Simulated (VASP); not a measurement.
# SiHg4Se4 (P-6m2) in VASP: single point with PBE

Aim: the single point of SiHg4Se4 with PBE.

All numbers are computed with VASP 6.6.1; they aren't measurements. Logs are shortened: lines on timing, memory, paths and dates and some standing lists are left out, and cuts for length are marked.

**1. The cell of the first run**

It takes space group P-6m2 (No. 187, hexagonal). The conventional cell has a = 7.178 Å, b = 7.178 Å, c = 10.195 Å, α = 90.00°, β = 90.00°, γ = 120.00°. Within 4.8 Å of Si (site symmetry -6m2) lie 6 Hg at 3.62 Å and 3 Se at 4.14 Å. Hg (site symmetry mm2) has 1 Se at 2.55 Å and 2 Hg at 2.76 Å within 3.4 Å. Within 3.3 Å of Hg (site symmetry -6m2) lie 2 Se at 2.51 Å. Se (site symmetry -6m2) has 3 Hg at 2.55 Å and 2 Se at 2.59 Å within 3.4 Å. Within 3.3 Å of Se (site symmetry 3m) lie 1 Hg at 2.51 Å and 1 Se at 2.59 Å. Se (site symmetry -6m2) has 3 Hg at 4.14 Å and 6 Se at 4.84 Å and 2 Si at 5.10 Å within 5.4 Å.

**2. Single point, PBE**

Input file INCAR:

```
SYSTEM = SiHg4Se4
PREC = Accurate ; ENCUT = 520
EDIFF = 1E-6 ; ISMEAR = 0
SIGMA = 0.1 ; LREAL = .FALSE.
LASPH = .TRUE. ; NELM = 80
ALGO = Normal ; ISIF = 2
LWAVE = .FALSE. ; LCHARG = .FALSE.
GGA = PE ; NBANDS = 48
```

Input file KPOINTS:

```
Automatic mesh
0
G
  6 6 4
  0 0 0
```

Input file POSCAR:

```
SiHg4Se4
1.0
    7.1776913384      0.0000000000      0.0000000000
   -3.5888456692      6.2160630396      0.0000000000
    0.0000000000      0.0000000000     10.1951584094
Si Hg Se
1 4 4
Direct
    0.0000000000      0.0000000000      0.5000000000
    0.5384919814      0.4615080186      0.5000000000
    0.5384919814      0.0769839628      0.5000000000
    0.9230160372      0.4615080186      0.5000000000
    0.3333333333      0.6666666667      0.0000000000
    0.3333333333      0.6666666667      0.5000000000
    0.3333333333      0.6666666667      0.7539761384
    0.3333333333      0.6666666667      0.2460238616
    0.0000000000      0.0000000000      0.0000000000
```

Potentials or basis: VASP PAW PBE potentials, release 64 (Si, Hg, Se).

Launch:

```bash
$ cat potpaw_PBE.64/Si/POTCAR potpaw_PBE.64/Hg/POTCAR potpaw_PBE.64/Se/POTCAR > POTCAR
$ mpirun -np 1 vasp_std > vasp.out
```

OUTCAR:

```text
SYSTEM = SiHg4Se4
   PREC = Accurate
   ENCUT = 520
   EDIFF = 1E-6
   ISMEAR = 0
   LREAL = .FALSE.
   LASPH = .TRUE.
   NELM = 80
   ISIF = 2
   GGA = PE

 ion  position               nearest neighbor table
   1  0.000  0.000  0.500-
   2  0.538  0.462  0.500-   6 2.55   4 2.76   3 2.76
   3  0.538  0.077  0.500-   6 2.55   4 2.76   2 2.76
   4  0.923  0.462  0.500-   6 2.55   2 2.76   3 2.76
   5  0.333  0.667  0.000-   7 2.51   8 2.51
   6  0.333  0.667  0.500-   4 2.55   3 2.55   2 2.55   7 2.59   8 2.59
   7  0.333  0.667  0.754-   5 2.51   6 2.59
   8  0.333  0.667  0.246-   5 2.51   6 2.59
   9  0.000  0.000  0.000-

  LATTYP: Found a hexagonal cell.
 ALAT       =     7.1776913384
 C/A-ratio  =     1.4203952119

  Lattice vectors:

 A1 = (   7.1776913384,   0.0000000000,   0.0000000000)
 A2 = (  -3.5888456692,   6.2160630396,   0.0000000000)
 A3 = (   0.0000000000,   0.0000000000,  10.1951584094)

Analysis of symmetry for initial positions (statically):
=====================================================================
 Subroutine PRICEL returns:
 Original cell was already a primitive cell.

 Routine SETGRP: Setting up the symmetry group for a
 hexagonal supercell.

 Subroutine GETGRP returns: Found 12 space group operations
 (whereof 12 operations were pure point group operations)
 out of a pool of 24 trial point group operations.

The static configuration has the point symmetry D_3h.

Analysis of symmetry for dynamics (positions and initial velocities):
=====================================================================
 Subroutine PRICEL returns:
 Original cell was already a primitive cell.

 Routine SETGRP: Setting up the symmetry group for a
 hexagonal supercell.

 Subroutine GETGRP returns: Found 12 space group operations
 (whereof 12 operations were pure point group operations)
 out of a pool of 24 trial point group operations.

The dynamic configuration has the point symmetry D_3h.

 Subroutine INISYM returns: Found 12 space group operations
 (whereof 12 operations are pure point group operations),
 and found     1 'primitive' translations

----------------------------------------------------------------------------------------

                                     Primitive cell

  volume of cell :     454.8772

  direct lattice vectors                    reciprocal lattice vectors
     7.177691338  0.000000000  0.000000000     0.139320563  0.080436765  0.000000000
    -3.588845669  6.216063040  0.000000000     0.000000000  0.160873529  0.000000000
     0.000000000  0.000000000 10.195158409     0.000000000  0.000000000  0.098085774

  length of vectors
     7.177691338  7.177691338 10.195158409     0.160873529  0.160873529  0.098085774

  position of ions in fractional coordinates (direct lattice)
     0.000000000  0.000000000  0.500000000
     0.538491981  0.461508019  0.500000000
     0.538491981  0.076983963  0.500000000
     0.923016037  0.461508019  0.500000000
     0.333333333  0.666666667  0.000000000
     0.333333333  0.666666667  0.500000000
     0.333333333  0.666666667  0.753976138
     0.333333333  0.666666667  0.246023862
     0.000000000  0.000000000  0.000000000

  ion indices of the primitive-cell ions
   primitive index   ion index
                 1           1
                 2           2
                 3           3
                 4           4
                 5           5
                 6           6
                 7           7
                 8           8
                 9           9

----------------------------------------------------------------------------------------

 KPOINTS: Automatic mesh

Automatic generation of k-mesh.
 Grid dimensions read from file:
 generate k-points for:    6    6    4

 Generating k-lattice:

  Cartesian coordinates                     Fractional coordinates (reciprocal lattice)
     0.023220094  0.013406127  0.000000000     0.166666667  0.000000000  0.000000000
     0.000000000  0.026812255  0.000000000     0.000000000  0.166666667  0.000000000
     0.000000000  0.000000000  0.024521443     0.000000000  0.000000000  0.250000000

  Length of vectors
     0.026812255  0.026812255  0.024521443

  Shift w.r.t. Gamma in fractional coordinates (k-lattice)
     0.000000000  0.000000000  0.000000000

 Subroutine IBZKPT returns following result:
 ===========================================

 Found     21 irreducible k-points:

 Following reciprocal coordinates:
            Coordinates               Weight
  0.000000  0.000000  0.000000      1.000000
  0.166667  0.000000  0.000000      6.000000
  0.333333  0.000000  0.000000      6.000000
  0.500000  0.000000  0.000000      3.000000
  0.166667  0.166667  0.000000      6.000000
  0.333333  0.166667  0.000000     12.000000
[... 13 lines left out ...]
  0.333333  0.166667  0.500000     12.000000
  0.333333  0.333333  0.500000      2.000000
   k-points           NKPTS =     21   k-points in BZ     NKDIM =     21   number of bands    NBANDS=     48
   number of dos      NEDOS =    301   number of ions     NIONS =      9
   total plane-waves  NPLWV = 233280
   dimension x,y,z NGX =    54 NGY =   54 NGZ =   80
   dimension x,y,z NGXF=   108 NGYF=  108 NGZF=  160
   ions per type =               1   4   4
   NGX,Y,Z   is equivalent  to a cutoff of  12.51, 12.51, 13.05 a.u.
   NGXF,Y,Z  is equivalent  to a cutoff of  25.01, 25.01, 26.09 a.u.
 SYSTEM =  SiHg4Se4
   PREC   = accura    normal or accurate (medium, high low for compatibility)
   ISTART =      0    job   : 0-new  1-cont  2-samecut
   ICHARG =      2    charge: 1-file 2-atom 10-const
   ISPIN  =      1    spin polarized calculation?
   LNONCOLLINEAR =      F non collinear calculations
   LSORBIT =      F    spin-orbit coupling
   LASPH  =      T    aspherical Exc in radial PAW
   ENCUT  =  520.0 eV  38.22 Ry    6.18 a.u.  13.35 13.35 18.96*2*pi/ulx,y,z
   NELM   =     80;   NELMIN=  2; NELMDL= -5     # of ELM steps
   EDIFF  = 0.1E-05   stopping-criterion for ELM
   LREAL  =      F    real-space projection
   EDIFFG = 0.1E-04   stopping-criterion for IOM
   NSW    =      0    number of steps for IOM
   IBRION =     -1    ionic relax: 0-MD 1-quasi-New 2-CG
   NFREE  =      0    steps in history (QN), initial steepest desc. (CG)
   ISIF   =      2    stress and relaxation
   ISYM   =      2    0-nonsym 1-usesym 2-fastsym
   POTIM  = 0.5000    time-step for ionic-motion
   TEBEG  =    0.0;   TEEND  =   0.0 temperature during run
   PSTRESS=    0.0 pullay stress
   NELECT =      76.0000    total number of electrons
   NUPDOWN=      -1.0000    fix difference up-down
   EMIN   =  10.00;   EMAX   =-10.00  energy-range for DOS
   EFERMI =   0.00;   METHOD = LEGACY
   ISMEAR =     0;   SIGMA  =   0.10  broadening in eV -4-tet -1-fermi 0-gaus
   EFERMI_NEDOS =   21; number of points for ismear=-14 and -15
   IALGO  =     38    algorithm
   IMIX   =      4    mixing-type and parameters
     AMIX     =   0.40;   BMIX     =  1.00
     AMIX_MAG =   1.60;   BMIX_MAG =  1.00
  volume/ion in A,a.u.               =      50.54       341.07
  Fermi-wavevector in a.u.,A,eV,Ry     =   0.901671  1.703911 11.061674  0.813010
  Thomas-Fermi vector in A             =   2.024780
   LORBIT       =      0    0 simple, 1 ext, 2 COOP (PROOUT), +10 PAW based schemes
   GGA     = PE    functional components
   LHFCALC =     F    Hartree Fock is set to
   AEXX    =    0.0000 exact exchange contribution
   IVDW    =     0    specifies the selected vdW correction
   LEPSILON=     F    determine dielectric tensor
   LRPA    =     F    only Hartree local field effects (RPA)
 non-spin polarized calculation
 Gauss-broadening in eV      SIGMA  =   0.10
  energy-cutoff  :      520.00
  volume of cell :      454.88
 maximum number of plane-waves:     12302
 NGX is ok and might be reduce to    54
   NGX = 27   NGY = 27   NGZ = 37

 number of electron      76.0000012 magnetization

 Free energy of the ion-electron system (eV)
  ---------------------------------------------------
  ext. energy  EPLUGINS =         0.00000000
  ---------------------------------------------------
  free energy    TOTEN  =       -11.57007905 eV

  energy without entropy =      -11.44771782  energy(sigma->0) =      -11.50889843

 E-fermi :  -1.3938     XC(G=0):  -6.3241

 val. band max:       -1.3956284121   @ k =   0.3333   0.1667   0.0000
 cond. band min:      -1.3931498235   @ k =   0.1667   0.1667   0.2500
 fundamental gap:      0.0024785886
 Fermi energy:        -1.3937697130

 k-point     1 :       0.0000    0.0000    0.0000
  band No.  band energies     occupation
      1     -16.2357      2.00000
      2     -13.2781      2.00000
      3     -13.0190      2.00000
      4     -12.1337      2.00000
      5      -9.5435      2.00000
      6      -9.5435      2.00000
[... 40 lines left out ...]
     47       3.4179      0.00000
     48       3.4181      0.00000

 k-point     2 :       0.1667    0.0000    0.0000
  band No.  band energies     occupation
      1     -16.2258      2.00000
      2     -13.2777      2.00000
      3     -13.0143      2.00000
      4     -12.1338      2.00000
      5      -9.8837      2.00000
      6      -9.4878      2.00000
[... 40 lines left out ...]
     47       3.3167      0.00000
     48       3.4233      0.00000

 k-point     3 :       0.3333    0.0000    0.0000
  band No.  band energies     occupation
      1     -16.2057      2.00000
      2     -13.2770      2.00000
      3     -13.0042      2.00000
      4     -12.1340      2.00000
      5     -10.2317      2.00000
      6      -9.3479      2.00000
[... 907 lines left out ...]
     47       2.7031      0.00000
     48       2.9901      0.00000

 k-point    21 :       0.3333    0.3333    0.5000
  band No.  band energies     occupation
      1     -16.1817      2.00000
      2     -13.5926      2.00000
      3     -12.5636      2.00000
      4     -12.1342      2.00000
      5     -10.4341      2.00000
      6      -9.2213      2.00000
[... 40 lines left out ...]
     47       2.7733      0.00000
     48       2.8740      0.00000

------------------------ aborting loop because EDIFF is reached ----------------------------------------

  FORCE on cell =-STRESS in cart. coord.  units (eV):
  Direction    XX          YY          ZZ          XY          YZ          ZX
  --------------------------------------------------------------------------------------
  -------------------------------------------------------------------------------------
  Total        0.4234533      0.4234533      0.3303092      0.0000000     -0.0000000      0.0000000
  in kB        1.4914955      1.4914955      1.1634216      0.0000000     -0.0000000      0.0000000
  external PRESSURE =       1.3821375 kB  Pullay stress =       0.0000000 kB

 VOLUME and BASIS-vectors are now :
 -----------------------------------------------------------------------------
  energy-cutoff  :      520.00
  volume of cell :      454.88
      direct lattice vectors                 reciprocal lattice vectors
     7.177691338  0.000000000  0.000000000     0.139320563  0.080436765  0.000000000
    -3.588845669  6.216063040  0.000000000     0.000000000  0.160873529  0.000000000
     0.000000000  0.000000000 10.195158409     0.000000000  0.000000000  0.098085774

 POSITION                                       TOTAL-FORCE (eV/Angst)
 -----------------------------------------------------------------------------------
      0.00000      0.00000      5.09758         0.000000     -0.000000      0.000000
      2.20885      2.86876      5.09758        -0.033090      0.019105     -0.000000
      3.58885      0.47854      5.09758         0.000000     -0.038209      0.000000
      4.96884      2.86876      5.09758         0.033090      0.019105     -0.000000
     -0.00000      4.14404      0.00000         0.000000      0.000000      0.000000
     -0.00000      4.14404      5.09758         0.000000      0.000000      0.000000
     -0.00000      4.14404      7.68691         0.000000     -0.000000     -0.068134
     -0.00000      4.14404      2.50825         0.000000      0.000000      0.068134
      0.00000      0.00000      0.00000         0.000000      0.000000      0.000000
 -----------------------------------------------------------------------------------
    total drift:                                0.000002     -0.000001     -0.000000

  FREE ENERGIE OF THE ION-ELECTRON SYSTEM (eV)
  ---------------------------------------------------
  free  energy   TOTEN  =       -11.5700790498 eV

  energy  without entropy=      -11.4477178179  energy(sigma->0) =      -11.50889843
```

It took 25 min on 1 thread of AMD EPYC 7R13, shared host; peak memory 0.74 GiB.

What came out:

| Quantity | Value |
| --- | --- |
| Free energy | -11.5701 eV |
| Pressure | 0.1 GPa |
| Largest force | 0.068 eV/Å |
| Band gap on the k mesh | zero (band 38 reaches -1.33 eV, above the bottom of band 39 at -1.48 eV) |

Forces in eV/Å, atoms in the order of the input:
```
Si   0.000  0.000  0.000
Hg  -0.033  0.019  0.000
Hg   0.000 -0.038  0.000
Hg   0.033  0.019  0.000
Hg   0.000  0.000  0.000
Se   0.000  0.000  0.000
Se   0.000  0.000 -0.068
Se   0.000  0.000  0.068
Se   0.000  0.000  0.000
```

Caveat: spin-orbit coupling is left out, which moves the levels of the heavy elements.
